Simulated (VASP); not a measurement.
# Si5C4 in VASP: notebook

Runs on Si5C4. Level: PBE. Tasks: relaxation of the atoms.

Program: VASP 6.6.1. These are calculated values, not measurements. Logs are shortened: lines on timing, memory, paths and dates and some standing lists are left out, and cuts for length are marked.

## 1. The cell of the first run

The cell holds a slab with vacuum, 9 atoms: a = 3.092 Å, b = 3.092 Å, c = 23.734 Å, α = 90.00°, β = 90.00°, γ = 120.00°.

## 2. Relaxation of the atoms, PBE, collinear spin

The input, INCAR:

```
SYSTEM = Si5C4
ALGO = Normal
DIPOL = 0.5 0.5 0.372
EDIFF = 1E-6
EDIFFG = -0.025
ENCUT = 520
GGA = PE
IBRION = 2
IDIPOL = 3
ISIF = 2
ISMEAR = 0
ISPIN = 2
KPAR = 4
LASPH = .TRUE.
LCHARG = .FALSE.
LDIPOL = .TRUE.
LORBIT = 11
LREAL = .FALSE.
LWAVE = .FALSE.
MAGMOM = 0 0 0 0 0 0 0 0 2
NELM = 150
NSW = 36
PREC = Accurate
SIGMA = 0.05
```

The input, KPOINTS:

```
k-points
0
G
  9 9 1
  0 0 0
```

The input, POSCAR:

```
Si5C4
1.0
    3.0920147376      0.0000000000      0.0000000000
   -1.5460073688      2.6777633116      0.0000000000
    0.0000000000      0.0000000000     23.7337369325
C Si
4 5
Selective dynamics
Direct
    0.3333333333      0.6666666667      0.1685364598  F F F
    0.6666666667      0.3333333333      0.2754269373  F F F
    0.3333333333      0.6666666667      0.3835939576  F F F
    0.6666666667      0.3333333333      0.4915758428  F F F
    0.6666666667      0.3333333333      0.1950726408  F F F
    0.3333333333      0.6666666667      0.3019631184  F F F
    0.6666666667      0.3333333333      0.4085742396  F F F
    0.3333333333      0.6666666667      0.5154576781  F F F
    0.3333333333      0.6666666667      0.6089954133  F F T
```

Potentials or basis: VASP PAW PBE potentials, release 64 (C, Si).

Started as:

```sh
> cat potpaw_PBE.64/C/POTCAR potpaw_PBE.64/Si/POTCAR > POTCAR
> mpirun -np 4 vasp_std > vasp.out
```

OUTCAR:

```text
SYSTEM = Si5C4
   EDIFF = 1E-6
   EDIFFG = -0.025
   ENCUT = 520
   GGA = PE
   IBRION = 2
   ISIF = 2
   ISMEAR = 0
   ISPIN = 2
   LASPH = .TRUE.
   LORBIT = 11
   LREAL = .FALSE.
   NELM = 150
   NSW = 36
   PREC = Accurate

 ion  position               nearest neighbor table
   1  0.333  0.667  0.169-   5 1.89   5 1.89   5 1.89
   2  0.667  0.333  0.275-   6 1.89   6 1.89   6 1.89   5 1.91
   3  0.333  0.667  0.384-   7 1.88   7 1.88   7 1.88   6 1.94
   4  0.667  0.333  0.492-   8 1.87   8 1.87   8 1.87   7 1.97
   5  0.667  0.333  0.195-   1 1.89   1 1.89   1 1.89   2 1.91   6 3.10   6 3.10   6 3.10
   6  0.333  0.667  0.302-   2 1.89   2 1.89   2 1.89   3 1.94   7 3.10   7 3.10   7 3.10   5 3.10
                             5 3.10   5 3.10
   7  0.667  0.333  0.409-   3 1.88   3 1.88   3 1.88   4 1.97   6 3.10   6 3.10   6 3.10   8 3.10
                             8 3.10   8 3.10
   8  0.333  0.667  0.515-   4 1.87   4 1.87   4 1.87   9 2.22   7 3.10   7 3.10   7 3.10
   9  0.333  0.667  0.609-   8 2.22

  LATTYP: Found a hexagonal cell.
 ALAT       =     3.0920147376
 C/A-ratio  =     7.6758162385

  Lattice vectors:

 A1 = (   3.0920147376,   0.0000000000,   0.0000000000)
 A2 = (  -1.5460073688,   2.6777633116,   0.0000000000)
 A3 = (   0.0000000000,   0.0000000000,  23.7337369325)

Analysis of symmetry for initial positions (statically):
=====================================================================
 Subroutine PRICEL returns:
 Original cell was already a primitive cell.

 Routine SETGRP: Setting up the symmetry group for a
 hexagonal supercell.

 Subroutine GETGRP returns: Found  6 space group operations
 (whereof  6 operations were pure point group operations)
 out of a pool of 24 trial point group operations.

The static configuration has the point symmetry C_3v.

Analysis of symmetry for dynamics (positions and initial velocities):
=====================================================================
 Subroutine PRICEL returns:
 Original cell was already a primitive cell.

 Routine SETGRP: Setting up the symmetry group for a
 hexagonal supercell.

 Subroutine GETGRP returns: Found  6 space group operations
 (whereof  6 operations were pure point group operations)
 out of a pool of 24 trial point group operations.

The dynamic configuration has the point symmetry C_3v.

Analysis of constrained symmetry for selective dynamics:
=====================================================================
 Subroutine PRICEL returns:
 Original cell was already a primitive cell.

 Routine SETGRP: Setting up the symmetry group for a
 hexagonal supercell.
[... 173 lines left out ...]

  energy without entropy =      -61.38310812  energy(sigma->0) =      -61.38984423

------------------------ aborting loop because EDIFF is reached ----------------------------------------

  FORCE on cell =-STRESS in cart. coord.  units (eV):
  Direction    XX          YY          ZZ          XY          YZ          ZX
  --------------------------------------------------------------------------------------
  -------------------------------------------------------------------------------------
  Total       -1.7610629     -1.7610629      3.3439067      0.0000000     -0.0000000      0.0000000
  in kB      -14.3583849    -14.3583849     27.2637046      0.0000000     -0.0000000      0.0000000
  external PRESSURE =      -0.4843550 kB  Pullay stress =       0.0000000 kB
[... 163 lines left out ...]
 number of electron      36.0000001 magnetization      -0.0000258

 number of electron      36.0000001 magnetization       0.0000909

 dipolmoment           0.000000      0.000000     -0.051517 electrons x Angstroem

 Free energy of the ion-electron system (eV)
  ---------------------------------------------------
  ext. energy  EPLUGINS =         0.00000000
  ---------------------------------------------------
  free energy    TOTEN  =       -61.60000527 eV

  energy without entropy =      -61.58620478  energy(sigma->0) =      -61.59310503

 E-fermi :   1.3771     XC(G=0):  -6.5452

 val. band max:        1.3631771919   @ k =   0.1111   0.1111   0.0000
 cond. band min:       1.3790557981   @ k =   0.2222   0.1111   0.0000
 fundamental gap:      0.0158786062
 Fermi energy:         1.3770683758

 spin component 1

 k-point     1 :       0.0000    0.0000    0.0000
  band No.  band energies     occupation
      1     -14.3196      1.00000
      2     -13.4643      1.00000
      3     -12.3750      1.00000
      4     -11.0388      1.00000
      5      -8.1517      1.00000
      6      -6.4012      1.00000
[... 313 lines left out ...]
     23       6.3876      0.00000
     24       6.7520      0.00000
 Fermi energy:         1.3770683758

 spin component 2

 k-point     1 :       0.0000    0.0000    0.0000
  band No.  band energies     occupation
      1     -14.3196      1.00000
      2     -13.4643      1.00000
      3     -12.3750      1.00000
      4     -11.0387      1.00000
      5      -8.1517      1.00000
      6      -6.4012      1.00000
[... 313 lines left out ...]
     23       6.3875      0.00000
     24       6.7521      0.00000

------------------------ aborting loop because EDIFF is reached ----------------------------------------

 vacuum level on the upper side and lower side of the slab       (xc-potential included)        -0.634         0.483

  FORCE on cell =-STRESS in cart. coord.  units (eV):
  Direction    XX          YY          ZZ          XY          YZ          ZX
  --------------------------------------------------------------------------------------
  -------------------------------------------------------------------------------------
  Total       -1.9346463     -1.9346463     -1.7093151      0.0000000      0.0000000      0.0000000
  in kB      -15.7736532    -15.7736532    -13.9364721      0.0000000      0.0000000      0.0000000
  external PRESSURE =     -15.1612595 kB  Pullay stress =       0.0000000 kB
[... 24 lines left out ...]
  FREE ENERGIE OF THE ION-ELECTRON SYSTEM (eV)
  ---------------------------------------------------
  free  energy   TOTEN  =       -61.6000052735 eV

  energy  without entropy=      -61.5862047833  energy(sigma->0) =      -61.59310503

 reached required accuracy - stopping structural energy minimisation

 vacuum level on the upper side and lower side of the slab         6.594         7.755

 total charge

# of ion       s       p       d       tot
------------------------------------------
    1        0.874   1.514   0.000   2.388
    2        0.846   1.681   0.000   2.526
    3        0.839   1.694   0.000   2.533
    4        0.841   1.680   0.000   2.521
    5        0.707   0.954   0.000   1.661
    6        0.706   0.946   0.000   1.651
    7        0.709   0.947   0.000   1.656
    8        0.722   0.962   0.000   1.684
    9        0.855   0.657   0.000   1.512
--------------------------------------------------
tot          7.099  11.034   0.000  18.133

 magnetization (x)

# of ion       s       p       d       tot
------------------------------------------
    1        0.000   0.002   0.000   0.002
    2        0.000   0.000   0.000   0.001
    3        0.000   0.000   0.000   0.000
    4        0.000   0.000   0.000   0.000
    5        0.000   0.000   0.000   0.000
    6        0.000   0.000   0.000   0.000
    7        0.000   0.000   0.000   0.000
    8        0.000   0.000   0.000   0.000
    9        0.000   0.000   0.000   0.000
--------------------------------------------------
tot          0.000   0.003   0.000   0.003
```

OSZICAR:

```text
N       E                     dE             d eps       ncg     rms          rms(c)
DAV:   1     0.188010864466E+03    0.18801E+03   -0.14885E+04  1152   0.123E+03
DAV:   2    -0.467704821303E+02   -0.23478E+03   -0.22689E+03  1648   0.235E+02
[... 84 lines left out ...]
   4 F= -.61599951E+02 E0= -.61593050E+02  d E =-.203370E+00  mag=    -0.0001
       N       E                     dE             d eps       ncg     rms          rms(c)
DAV:   1    -0.615999957147E+02   -0.45324E-04   -0.45098E-03  1152   0.222E-01    0.244E-02
DAV:   2    -0.616001554645E+02   -0.15975E-03   -0.13770E-03  1544   0.116E-01    0.553E-02
DAV:   3    -0.616000179406E+02    0.13752E-03   -0.18257E-03  1576   0.126E-01    0.211E-02
DAV:   4    -0.616000055392E+02    0.12401E-04   -0.80289E-05  1440   0.318E-02    0.179E-02
DAV:   5    -0.616000052735E+02    0.26574E-06   -0.24364E-06  1320   0.931E-03
   5 F= -.61600005E+02 E0= -.61593105E+02  d E =-.203425E+00  mag=     0.0001
```

It took 3.9 min on 4 MPI ranks of AMD EPYC 7R13 (Zen 3), shared host; peak memory 0.43 GiB.

Results:

| Quantity | Value |
| --- | --- |
| Free energy | -61.6000 eV |
| Energy gained by relaxing | 22.6 meV/atom |
| Ionic steps | 5 |
| Band gap on the k mesh | zero (filled and empty bands overlap) |
| Net moment | 0.00 μB per cell |
| Valence electrons inside the program's atomic spheres | C 2.39, 2.53, 2.52 (each value once); Si 1.66, 1.65, 1.68, 1.51 (each value once) |

The path:
```
step  energy change (eV)  largest force on free atoms (eV/Å)  pressure (GPa)
   1              0.0000                              2.1910           -0.05
   2             -0.1586                              0.8940           -0.88
   3             -0.2020                              0.1340           -1.62
   4             -0.2034                              0.0265           -1.54
   5             -0.2034                              0.0016           -1.52
```

Final structure:
```
C Si
1.0
     3.09201    0.00000    0.00000
    -1.54601    2.67776    0.00000
     0.00000    0.00000   23.73374
C Si
4 5
Direct
  0.33333 0.66667 0.16854
  0.66667 0.33333 0.27543
  0.33333 0.66667 0.38359
  0.66667 0.33333 0.49158
  0.66667 0.33333 0.19507
  0.33333 0.66667 0.30196
  0.66667 0.33333 0.40857
  0.33333 0.66667 0.51546
  0.33333 0.66667 0.61797
```

Levels at points of the mesh, in eV from the Fermi level:
Spin up:
```
           k point  band 14  band 15  band 16  band 17  band 18  band 19  band 20  band 21  band 22  band 23
(0.00, 0.00, 0.00)    -0.90    -0.90    -0.21     0.15     0.15     3.74     4.40     5.25     5.73     5.95
```
Spin down:
| k point | band 16 | band 17 | band 18 | band 19 | band 20 | band 21 |
| --- | --- | --- | --- | --- | --- | --- |
| (0.00, 0.00, 0.00) | -0.21 | 0.15 | 0.15 | 3.74 | 4.40 | 5.25 |

## 3. Relaxation of the atoms, PBE, collinear spin

The input, INCAR:

```
  ALGO = Normal
  DIPOL = 0.5 0.5 0.370
  EDIFF = 1E-6
  EDIFFG = -0.025
  ENCUT = 520
  GGA = PE
  IBRION = 2
  IDIPOL = 3
  ISIF = 2
  ISMEAR = 0
  ISPIN = 2
  KPAR = 4
  LASPH = T
  LCHARG = F
  LDIPOL = T
  LORBIT = 11
  LREAL = F
  LWAVE = F
  MAGMOM = 0 0 0 0 0 0 0 0 2
  NELM = 150
  NSW = 36
  PREC = Accurate
  SIGMA = 0.05
```

The input, KPOINTS:

```
k-points
0
Gamma
  9 9 1
```

Changes to POSCAR since step 2:

```diff
@@ -17,2 +17,2 @@
     0.3333333333      0.6666666667      0.5154576781  F F F
-    0.3333333333      0.6666666667      0.6089954133  F F T
+    0.6666666667      1.3333333333      0.5859433894  F F T
```

Potentials or basis: VASP PAW PBE potentials, release 64 (C, Si).

Started as:

```sh
> cat potpaw_PBE.64/C/POTCAR potpaw_PBE.64/Si/POTCAR > POTCAR
> mpirun -np 4 vasp_std > vasp.out
```

It took 4.9 min on 4 MPI ranks of AMD EPYC 7R13 (Zen 3), shared host; peak memory 0.43 GiB.

The run converged. Its results:

| Property | Result |
| --- | --- |
| Free energy | -60.9180 eV |
| Energy gained by relaxing | 45.6 meV/atom |
| Ionic steps | 6 |
| Band gap on the k mesh | zero (filled and empty bands overlap) |
| Net moment | 0.00 μB per cell |
| Valence electrons inside the program's atomic spheres | C 2.39, 2.53, 2.52 (each value once); Si 1.66, 1.65, 1.64, 1.48 (each value once) |

Step by step:
| step | energy change (eV) | largest force on free atoms (eV/Å) | pressure (GPa) |
| --- | --- | --- | --- |
| 1 | 0.0000 | 1.8888 | 1.52 |
| 2 | -0.1442 | 1.3116 | 0.85 |
| 3 | -0.3363 | 0.6506 | -0.36 |
| 4 | -0.3920 | 0.2333 | -1.81 |
| 5 | -0.4084 | 0.0696 | -1.53 |
| 6 | -0.4101 | 0.0074 | -1.41 |

Final structure:
```yaml
crystal:
  lattice:
    - [3.09201, 0.00000, 0.00000]
    - [-1.54601, 2.67776, 0.00000]
    - [0.00000, 0.00000, 23.73374]
  atoms:
    - { symbol: C, position: [0.33333, 0.66667, 0.16854] }
    - { symbol: C, position: [0.66667, 0.33333, 0.27543] }
    - { symbol: C, position: [0.33333, 0.66667, 0.38359] }
    - { symbol: C, position: [0.66667, 0.33333, 0.49158] }
    - { symbol: Si, position: [0.66667, 0.33333, 0.19507] }
    - { symbol: Si, position: [0.33333, 0.66667, 0.30196] }
    - { symbol: Si, position: [0.66667, 0.33333, 0.40857] }
    - { symbol: Si, position: [0.33333, 0.66667, 0.51546] }
    - { symbol: Si, position: [0.66667, 0.33333, 0.60958] }
```

Levels at points of the mesh, in eV from the Fermi level:
Spin up:
| k point | band 14 | band 15 | band 16 | band 17 | band 18 | band 19 | band 20 | band 21 | band 22 | band 23 |
| --- | --- | --- | --- | --- | --- | --- | --- | --- | --- | --- |
| (0.00, 0.00, 0.00) | -1.26 | -1.26 | -0.32 | 0.17 | 0.17 | 3.27 | 3.61 | 4.51 | 5.13 | 5.17 |
Spin down:
```tsv
k point	band 16	band 17	band 18	band 19	band 20	band 21
(0.00, 0.00, 0.00)	-0.32	0.17	0.17	3.27	3.61	4.51
```

The gap in the log of VASP goes by the Fermi energy; the results here count the filled bands.